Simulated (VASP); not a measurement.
Write the native input for VASP 6.6.1 that does the following.

```yaml
Task: single point
Functional: LDA
Potentials_or_basis: VASP PAW LDA potentials, release 64 (Au)
Cutoff: 520 eV
k_mesh: 11 × 11 × 11
Occupations: fermi-dirac, width 0.05 eV
Spin: non-collinear spin, zero start, spin-orbit coupling
Starting_moments: "[[0.0, 0.0, 0.0]] μB"
Dipole_correction: no
Further_INCAR_settings: ALGO = Normal; EDIFF = 1e-06; NBANDS = 22
```

The structure of Au lies in POSCAR:

```
Au
1.0
    0.0000000000      2.0350000000      2.0350000000
    2.0350000000      0.0000000000      2.0350000000
    2.0350000000      2.0350000000      0.0000000000
Au
1
Direct
    0.0000000000      0.0000000000      0.0000000000
```

These files were run (other wordings do the same):

INCAR

```
PREC = Accurate
ENCUT = 520
EDIFF = 1E-6
ISMEAR = -1
SIGMA = 0.05
LREAL = False
LASPH = True
NELM = 150
ALGO = Normal
ISIF = 2
LWAVE = False
LCHARG = False
MAGMOM = 0 0 0
LORBIT = 11
LSORBIT = True
GGA_COMPAT = False
LORBMOM = True
LMAXMIX = 4
GGA = CA
NBANDS = 22
```

KPOINTS

```
regular mesh
0
Gamma
  11 11 11
```

Potentials or basis: VASP PAW LDA potentials, release 64 (Au).

Command:

```console
$ cat potpaw_LDA.64/Au/POTCAR > POTCAR
$ mpirun -np 1 vasp_ncl > vasp.out
```

Results of the run:

The pressure is -3.8 GPa, the net moment is 0.00 μB per cell and the valence electrons inside the program's atomic spheres are Au 9.67.

It took 28 s on 1 thread of Intel(R) Xeon(R) Platinum 8488C (Sapphire Rapids), on a shared host, peak memory 0.18 GiB.
